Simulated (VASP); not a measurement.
# Si (I4_1/amd) in VASP: settings compared

Si is run at these levels: HSE06, r2SCAN; tasks: single point.

Everything below comes from runs of VASP 6.6.1. Logs are shortened: lines on timing, memory, paths and dates and some standing lists are left out, and cuts for length are marked.

### Step 1. The cell of the first run

It takes space group I4_1/amd (No. 141, tetragonal). The conventional cell has a = 4.646 Å, b = 4.646 Å, c = 2.604 Å, α = 90.00°, β = 90.00°, γ = 90.00°. Si (site symmetry -4m2) has 10 Si at 2.41 to 3.03 Å within 3.2 Å.

### Step 2. Single point, HSE06

Input file POSCAR:

```
Si
1.0
   -2.3229633681      2.3229633681      1.3021299107
    2.3229633681     -2.3229633681      1.3021299107
    2.3229633681      2.3229633681     -1.3021299107
Si
2
Direct
    0.5000000000      0.5000000000      0.0000000000
    0.2500000000      0.7500000000      0.5000000000
```

Input file INCAR.step1:

```
PREC = Accurate
ENCUT = 520
EDIFF = 1E-5
ISMEAR = -1
SIGMA = 0.05
LREAL = F
LASPH = T
NELM = 100
ALGO = Normal
ISIF = 2
LWAVE = T
LCHARG = F
GGA = PE
NBANDS = 11
```

Input file INCAR.step2:

```
PREC = Accurate
ENCUT = 520
EDIFF = 1E-7
ISMEAR = -1
SIGMA = 0.05
LREAL = F
LASPH = T
NELM = 100
ALGO = Normal
ISIF = 2
LWAVE = F
LCHARG = F
GGA = PE
LHFCALC = T
HFSCREEN = 0.2079
PRECFOCK = Normal
ISTART = 1
NBANDS = 11
```

Input file KPOINTS:

```
Automatic mesh
0
Gamma
  8 8 8
```

Potentials or basis: VASP PAW PBE potentials, release 64 (Si).

Run with:

```console
cat potpaw_PBE.64/Si/POTCAR > POTCAR
cp INCAR.step1 INCAR
mpirun -np 1 vasp_std > vasp.out
cp INCAR.step2 INCAR
mpirun -np 1 vasp_std > vasp.out
```

OUTCAR:

```text
PREC = Accurate
   ENCUT = 520
   EDIFF = 1E-7
   ISMEAR = -1
   LREAL = F
   LASPH = T
   NELM = 100
   ISIF = 2
   GGA = PE
   LHFCALC = T
   HFSCREEN = 0.2079
   PRECFOCK = Normal
   ISTART = 1

 ion  position               nearest neighbor table
   1  0.500  0.500  0.000-   2 2.41   2 2.41   2 2.41   2 2.41   2 3.03   2 3.03   2 3.03   2 3.03

   2  0.250  0.750  0.500-   1 2.41   1 2.41   1 2.41   1 2.41   1 3.03   1 3.03   1 3.03   1 3.03

  LATTYP: Found a body centered tetragonal cell.
 ALAT       =     4.6459267362
 C/A-ratio  =     0.5605468982

  Lattice vectors:

 A1 = (  -2.3229633681,   2.3229633681,   1.3021299107)
 A2 = (   2.3229633681,  -2.3229633681,   1.3021299107)
 A3 = (   2.3229633681,   2.3229633681,  -1.3021299107)

Analysis of symmetry for initial positions (statically):
=====================================================================
 Subroutine PRICEL returns:
 Original cell was already a primitive cell.

 Routine SETGRP: Setting up the symmetry group for a
 body centered tetragonal supercell.

 Subroutine GETGRP returns: Found 16 space group operations
 (whereof  8 operations were pure point group operations)
 out of a pool of 16 trial point group operations.

The static configuration has the point symmetry D_2d.
 The point group associated with its full space group is D_4h.

Analysis of symmetry for dynamics (positions and initial velocities):
=====================================================================
 Subroutine PRICEL returns:
 Original cell was already a primitive cell.

 Routine SETGRP: Setting up the symmetry group for a
 body centered tetragonal supercell.

 Subroutine GETGRP returns: Found 16 space group operations
 (whereof  8 operations were pure point group operations)
 out of a pool of 16 trial point group operations.

The dynamic configuration has the point symmetry D_2d.
 The point group associated with its full space group is D_4h.

 Subroutine INISYM returns: Found 16 space group operations
 (whereof  8 operations are pure point group operations),
 and found     1 'primitive' translations

----------------------------------------------------------------------------------------

                                     Primitive cell

  volume of cell :      28.1060

  direct lattice vectors                    reciprocal lattice vectors
    -2.322963368  2.322963368  1.302129911     0.000000000  0.215242309  0.383986264
     2.322963368 -2.322963368  1.302129911     0.215242309  0.000000000  0.383986264
     2.322963368  2.322963368 -1.302129911     0.215242309  0.215242309  0.000000000

  length of vectors
     3.533816623  3.533816623  3.533816623     0.440198481  0.440198481  0.304398593

  position of ions in fractional coordinates (direct lattice)
     0.500000000  0.500000000  0.000000000
     0.250000000  0.750000000  0.500000000

  ion indices of the primitive-cell ions
   primitive index   ion index
                 1           1
                 2           2

----------------------------------------------------------------------------------------

 KPOINTS: Automatic mesh

Automatic generation of k-mesh.
 Grid dimensions read from file:
 generate k-points for:    8    8    8

 Generating k-lattice:

  Cartesian coordinates                     Fractional coordinates (reciprocal lattice)
     0.000000000  0.026905289  0.047998283     0.125000000  0.000000000  0.000000000
     0.026905289  0.000000000  0.047998283     0.000000000  0.125000000  0.000000000
     0.026905289  0.026905289  0.000000000     0.000000000  0.000000000  0.125000000

  Length of vectors
     0.055024810  0.055024810  0.038049824

  Shift w.r.t. Gamma in fractional coordinates (k-lattice)
     0.000000000  0.000000000  0.000000000

 Subroutine IBZKPT returns following result:
 ===========================================

 Found     59 irreducible k-points:

 Following reciprocal coordinates:
            Coordinates               Weight
  0.000000  0.000000  0.000000      1.000000
  0.125000 -0.000000  0.000000      8.000000
  0.250000 -0.000000  0.000000      8.000000
  0.375000 -0.000000  0.000000      8.000000
  0.500000 -0.000000  0.000000      4.000000
  0.125000  0.125000  0.000000      8.000000
[... 16 lines left out ...]
  0.250000  0.125000  0.125000     16.000000
  0.375000  0.125000  0.125000      8.000000
 [... further k-points ...]
   k-points           NKPTS =     59   k-points in BZ     NKDIM =    512   number of bands    NBANDS=     11
   number of dos      NEDOS =    301   number of ions     NIONS =      2
   total plane-waves  NPLWV =  21952
   dimension x,y,z NGX =    28 NGY =   28 NGZ =   28
   dimension x,y,z NGXF=    56 NGYF=   56 NGZF=   56
   ions per type =               2
   NGX,Y,Z   is equivalent  to a cutoff of  13.17, 13.17, 13.17 a.u.
   NGXF,Y,Z  is equivalent  to a cutoff of  26.34, 26.34, 26.34 a.u.
 SYSTEM =  unknown system
   PREC   = accura    normal or accurate (medium, high low for compatibility)
   ISTART =      1    job   : 0-new  1-cont  2-samecut
   ICHARG =      0    charge: 1-file 2-atom 10-const
   ISPIN  =      1    spin polarized calculation?
   LNONCOLLINEAR =      F non collinear calculations
   LSORBIT =      F    spin-orbit coupling
   LASPH  =      T    aspherical Exc in radial PAW
   ENCUT  =  520.0 eV  38.22 Ry    6.18 a.u.   6.57  6.57  6.57*2*pi/ulx,y,z
   NELM   =    100;   NELMIN=  2; NELMDL=  0     # of ELM steps
   EDIFF  = 0.1E-06   stopping-criterion for ELM
   LREAL  =      F    real-space projection
   EDIFFG = 0.1E-05   stopping-criterion for IOM
   NSW    =      0    number of steps for IOM
   IBRION =     -1    ionic relax: 0-MD 1-quasi-New 2-CG
   NFREE  =      0    steps in history (QN), initial steepest desc. (CG)
   ISIF   =      2    stress and relaxation
   ISYM   =      3    0-nonsym 1-usesym 2-fastsym
   POTIM  = 0.5000    time-step for ionic-motion
   TEBEG  =    0.0;   TEEND  =   0.0 temperature during run
   PSTRESS=    0.0 pullay stress
   NELECT =       8.0000    total number of electrons
   NUPDOWN=      -1.0000    fix difference up-down
   EMIN   =  10.00;   EMAX   =-10.00  energy-range for DOS
   EFERMI =   0.00;   METHOD = LEGACY
   ISMEAR =    -1;   SIGMA  =   0.05  broadening in eV -4-tet -1-fermi 0-gaus
   EFERMI_NEDOS =   21; number of points for ismear=-14 and -15
   IALGO  =     38    algorithm
   IMIX   =      1    mixing-type and parameters
     AMIX     =   0.40;   BMIX     =  1.00
     AMIX_MAG =   1.60;   BMIX_MAG =  1.00
  volume/ion in A,a.u.               =      14.05        94.83
  Fermi-wavevector in a.u.,A,eV,Ry     =   1.076891  2.035029 15.778603  1.159695
  Thomas-Fermi vector in A             =   2.212788
   LORBIT       =      0    0 simple, 1 ext, 2 COOP (PROOUT), +10 PAW based schemes
   GGA     = PE    functional components
   LHFCALC =     T    Hartree Fock is set to
   PRECFOCK=normal    Normal, Fast or Accurate (Low or Medium for compatibility)
   ENCUT4O =  -1.0   cutoff for four orbital integrals eV
   NKREDX  =     1    reduce k-point grid by
   NKREDY  =     1    reduce k-point grid by
   NKREDZ  =     1    reduce k-point grid by
   AEXX    =    0.2500 exact exchange contribution
   HFSCREEN=    0.2079 screening length (either q_TF or 0.3 A-1)
   HFSCREENC=   0.2079 screening length for correlation (either q_TF or 0.3 A-1)
   ENCUTFOCK=  -1.0 apply spherical cutoff to Coloumb kernel
   IVDW    =     0    specifies the selected vdW correction
   LEPSILON=     F    determine dielectric tensor
   LRPA    =     F    only Hartree local field effects (RPA)
 non-spin polarized calculation
  energy-cutoff  :      520.00
  volume of cell :       28.11
 maximum number of plane-waves:       770
 NGX is ok and might be reduce to    28
  NGX = 20; NGY = 20; NGZ = 20

 number of electron       8.0000000 magnetization

 Free energy of the ion-electron system (eV)
  ---------------------------------------------------
  ext. energy  EPLUGINS =         0.00000000
  ---------------------------------------------------
  free energy    TOTEN  =       -11.70712950 eV

  energy without entropy =      -11.69994350  energy(sigma->0) =      -11.70353650

 E-fermi :  10.2291     XC(G=0):  -9.2412

 val. band max:       10.2263122339   @ k =   0.5000   0.2500   0.1250
 cond. band min:      10.2671715917   @ k =   0.3750   0.3750   0.0000
 fundamental gap:      0.0408593578
 Fermi energy:        10.2291441274

 k-point     1 :       0.0000    0.0000    0.0000
  band No.  band energies     occupation
      1      -6.1505      2.00000
      2       7.1126      2.00000
      3       7.1126      2.00000
      4       8.5958      2.00000
      5      11.7845      0.00000
      6      18.7850      0.00000
      7      20.8983      0.00000
      8      20.8983      0.00000
      9      20.9824      0.00000
     10      21.5986      0.00000
     11      22.5008      0.00000

 k-point     2 :       0.1250   -0.0000    0.0000
  band No.  band energies     occupation
      1      -5.6686      2.00000
      2       6.3677      2.00000
      3       6.9172      2.00000
      4      10.1222      1.78930
      5      12.8352      0.00000
      6      16.5027      0.00000
      7      17.0553      0.00000
      8      19.4236      0.00000
      9      19.5470      0.00000
     10      20.4997      0.00000
     11      22.8632      0.00000

 k-point     3 :       0.2500   -0.0000    0.0000
  band No.  band energies     occupation
      1      -4.2273      2.00000
      2       5.9898      2.00000
      3       6.8560      2.00000
      4      10.4885      0.01112
      5      13.2433      0.00000
      6      14.2272      0.00000
      7      14.7513      0.00000
      8      16.6513      0.00000
      9      17.4322      0.00000
     10      18.5630      0.00000
     11      23.5908      0.00000

 k-point     4 :       0.3750   -0.0000    0.0000
  band No.  band energies     occupation
      1      -1.8420      2.00000
      2       5.5370      2.00000
      3       6.8129      2.00000
      4       7.3217      2.00000
      5      10.4991      0.00901
      6      12.5944      0.00000
      7      16.1423      0.00000
      8      16.4776      0.00000
      9      18.1302      0.00000
     10      19.5846      0.00000
     11      25.3537      0.00000

 k-point     5 :       0.5000   -0.0000    0.0000
  band No.  band energies     occupation
      1       1.1062      2.00000
      2       1.8990      2.00000
      3       7.5570      2.00000
      4       7.8206      2.00000
      5       8.7131      2.00000
      6      11.2766      0.00000
      7      15.7181      0.00000
      8      16.5084      0.00000
      9      20.8961      0.00000
     10      23.1231      0.00000
     11      23.2608      0.00000
[... 211 lines left out ...]
 k-point    21 :       0.5000    0.5000    0.0000
  band No.  band energies     occupation
      1      -2.4846      2.00000
      2      -2.4846      2.00000
      3      10.5674      0.00230
      4      10.5674      0.00230
      5      13.5018      0.00000
      6      13.5018      0.00000
      7      19.7005      0.00000
      8      19.7005      0.00000
      9      20.6623      0.00000
     10      20.6623      0.00000
     11      26.2341      0.00000

 k-point    22 :       0.1250    0.1250    0.1250
  band No.  band energies     occupation
      1      -3.7690      2.00000
      2       3.4297      2.00000
      3       8.8685      2.00000
      4      10.6567      0.00039
      5      12.0786      0.00000
      6      12.8670      0.00000
      7      16.7676      0.00000
      8      17.4606      0.00000
      9      18.0644      0.00000
     10      19.3896      0.00000
     11      20.9172      0.00000

 k-point    23 :       0.2500    0.1250    0.1250
  band No.  band energies     occupation
      1      -1.3870      2.00000
      2       3.9365      2.00000
      3       6.2342      2.00000
      4       7.7432      2.00000
      5      11.2200      0.00000
      6      14.8785      0.00000
      7      15.6029      0.00000
      8      16.7157      0.00000
      9      17.2697      0.00000
     10      21.2265      0.00000
     11      22.3419      0.00000

 k-point    24 :       0.3750    0.1250    0.1250
  band No.  band energies     occupation
      1       1.5545      2.00000
      2       2.3241      2.00000
      3       5.2268      2.00000
      4       5.8100      2.00000
      5      11.8717      0.00000
      6      13.7598      0.00000
      7      16.1966      0.00000
      8      16.5135      0.00000
      9      19.2197      0.00000
     10      21.1980      0.00000
     11      23.6724      0.00000

 [... further k-points ...]

------------------------ aborting loop because EDIFF is reached ----------------------------------------

  FORCE on cell =-STRESS in cart. coord.  units (eV):
  Direction    XX          YY          ZZ          XY          YZ          ZX
  --------------------------------------------------------------------------------------
  -------------------------------------------------------------------------------------
  Total        1.7292154      1.7292154      1.8238411      0.0000000      0.0000000     -0.0000000
  in kB       98.5736062     98.5736062    103.9677274      0.0000000      0.0000000     -0.0000000
  external PRESSURE =     100.3716466 kB  Pullay stress =       0.0000000 kB

 VOLUME and BASIS-vectors are now :
 -----------------------------------------------------------------------------
  energy-cutoff  :      520.00
  volume of cell :       28.11
      direct lattice vectors                 reciprocal lattice vectors
    -2.322963368  2.322963368  1.302129911     0.000000000  0.215242309  0.383986264
     2.322963368 -2.322963368  1.302129911     0.215242309  0.000000000  0.383986264
     2.322963368  2.322963368 -1.302129911     0.215242309  0.215242309  0.000000000

 POSITION                                       TOTAL-FORCE (eV/Angst)
 -----------------------------------------------------------------------------------
      0.00000      0.00000      1.30213         0.000000     -0.000000     -0.000000
      2.32296      0.00000      0.65106        -0.000000      0.000000      0.000000
 -----------------------------------------------------------------------------------
    total drift:                               -0.000000      0.000000      0.000000

  FREE ENERGIE OF THE ION-ELECTRON SYSTEM (eV)
  ---------------------------------------------------
  free  energy   TOTEN  =       -11.7071295024 eV

  energy  without entropy=      -11.6999434955  energy(sigma->0) =      -11.70353650
```

Run time: 39 min. Hardware: 1 thread of Intel Xeon 6975P-C (Granite Rapids), shared host; peak memory 0.27 GiB.

What came out:

```yaml
Free_energy: -11.7071 eV
Pressure: 10.0 GPa
Band_gap_on_the_k_mesh: zero (bands 4 and 5 overlap by 6.36 eV)
```

Caveat: the cell stands under pressure; the PAW data sets were made with another functional, which shifts forces and pressure a little.

### Step 3. Single point, r2SCAN

This run uses another cell than the first one, of 14.95 Å³/atom.

Input file POSCAR:

```
Si
1.0
   -2.3713723045      2.3713723045      1.3292653899
    2.3713723045     -2.3713723045      1.3292653899
    2.3713723045      2.3713723045     -1.3292653899
Si
2
Direct
    0.5000000000      0.5000000000      0.0000000000
    0.2500000000      0.7500000000      0.5000000000
```

Input file INCAR.step1:

```
SYSTEM = Si
PREC = Accurate
ENCUT = 520
ISMEAR = -1
SIGMA = 0.05
LREAL = .FALSE.
LASPH = .TRUE.
NELM = 100
NBANDS = 11
GGA = PE
ALGO = Normal
EDIFF = 1E-4
LWAVE = .TRUE.
LCHARG = .FALSE.
```

Input file INCAR.step2:

```
SYSTEM = Si
PREC = Accurate
ENCUT = 520
EDIFF = 1E-6
ISMEAR = -1
SIGMA = 0.05
LREAL = .FALSE.
LASPH = .TRUE.
NELM = 100
ALGO = Normal
ISIF = 2
LWAVE = .FALSE.
LCHARG = .FALSE.
METAGGA = R2SCAN
LMIXTAU = .TRUE.
NBANDS = 11
ISTART = 1
```

Input file KPOINTS:

```
regular mesh
0
G
  11 11 11
  0 0 0
```

Potentials or basis: VASP PAW PBE potentials, release 64 (Si).

Run with:

```console
cat potpaw_PBE.64/Si/POTCAR > POTCAR
cp INCAR.step1 INCAR
mpirun -np 1 vasp_std > vasp.out
cp INCAR.step2 INCAR
mpirun -np 1 vasp_std > vasp.out
```

OUTCAR:

```text
SYSTEM = Si
   PREC = Accurate
   ENCUT = 520
   EDIFF = 1E-6
   ISMEAR = -1
   LREAL = .FALSE.
   LASPH = .TRUE.
   NELM = 100
   ISIF = 2
   METAGGA = R2SCAN
   ISTART = 1

 ion  position               nearest neighbor table
   1  0.500  0.500  0.000-   2 2.46   2 2.46   2 2.46   2 2.46   2 3.10   2 3.10   2 3.10   2 3.10

   2  0.250  0.750  0.500-   1 2.46   1 2.46   1 2.46   1 2.46   1 3.10   1 3.10   1 3.10   1 3.10

  LATTYP: Found a body centered tetragonal cell.
[... 530 lines left out ...]

  FORCE on cell =-STRESS in cart. coord.  units (eV):
  Direction    XX          YY          ZZ          XY          YZ          ZX
  --------------------------------------------------------------------------------------
  -------------------------------------------------------------------------------------
  Total        0.5152788      0.5152788      0.2716940      0.0000000      0.0000000      0.0000000
  in kB       27.6109730     27.6109730     14.5585933      0.0000000      0.0000000      0.0000000
  external PRESSURE =      23.2601798 kB  Pullay stress =       0.0000000 kB

 VOLUME and BASIS-vectors are now :
 -----------------------------------------------------------------------------
  energy-cutoff  :      520.00
  volume of cell :       29.90
      direct lattice vectors                 reciprocal lattice vectors
    -2.371372304  2.371372304  1.329265390     0.000000000  0.210848376  0.376147610
     2.371372304 -2.371372304  1.329265390     0.210848376  0.000000000  0.376147610
     2.371372304  2.371372304 -1.329265390     0.210848376  0.210848376  0.000000000

 POSITION                                       TOTAL-FORCE (eV/Angst)
 -----------------------------------------------------------------------------------
      0.00000      0.00000      1.32927         0.000000     -0.000000      0.000000
      2.37137     -0.00000      0.66463        -0.000000      0.000000     -0.000000
 -----------------------------------------------------------------------------------
    total drift:                                0.000000      0.000000      0.000000

  FREE ENERGIE OF THE ION-ELECTRON SYSTEM (eV)
  ---------------------------------------------------
  free  energy   TOTEN  =       -16.6680109905 eV

  energy  without entropy=      -16.6613033844  energy(sigma->0) =      -16.66465719
```

OSZICAR.step1:

```text
N       E                     dE             d eps       ncg     rms          rms(c)
DAV:   1     0.586628232075E+01    0.58663E+01   -0.34362E+03  2772   0.612E+02
DAV:   2    -0.983251985830E+01   -0.15699E+02   -0.15123E+02  3613   0.855E+01
DAV:   3    -0.102647337280E+02   -0.43221E+00   -0.42895E+00  3631   0.116E+01
DAV:   4    -0.102665869708E+02   -0.18532E-02   -0.18528E-02  3339   0.944E-01
DAV:   5    -0.102665950812E+02   -0.81105E-05   -0.81101E-05  3480   0.562E-02    0.423E+00
DAV:   6    -0.102561545160E+02    0.10441E-01   -0.42464E-03  3251   0.330E-01    0.246E+00
DAV:   7    -0.102494993648E+02    0.66552E-02   -0.98317E-03  3066   0.534E-01    0.218E-01
DAV:   8    -0.102495011873E+02   -0.18225E-05   -0.69016E-04  3288   0.150E-01
   1 F= -.10249501E+02 E0= -.10246091E+02  d E =-.681987E-02
```

Run time: 3.8 min. Hardware: 1 thread of Intel Xeon 8259CL, shared host; peak memory 0.18 GiB.

Results:

```
Free energy            : -16.6680 eV
Pressure               : 2.3 GPa
Band gap on the k mesh : zero (bands 4 and 5 overlap by 6.34 eV)
```

Stress tensor (GPa, compression positive):
```
2.76 0.00 0.00
0.00 2.76 0.00
0.00 0.00 1.46
```

Levels at points of the mesh, in eV from the Fermi level:
```tsv
k point	band 1	band 2	band 3	band 4	band 5	band 6	band 7	band 8
(0.00, 0.00, 0.00)	-14.69	-2.69	-2.69	-1.70	1.84	7.89	9.68	9.68
```

Caveat: the PAW data sets were made with another functional, which shifts forces and pressure a little.

The gap in the log of VASP goes by the Fermi energy; the results here count the filled bands.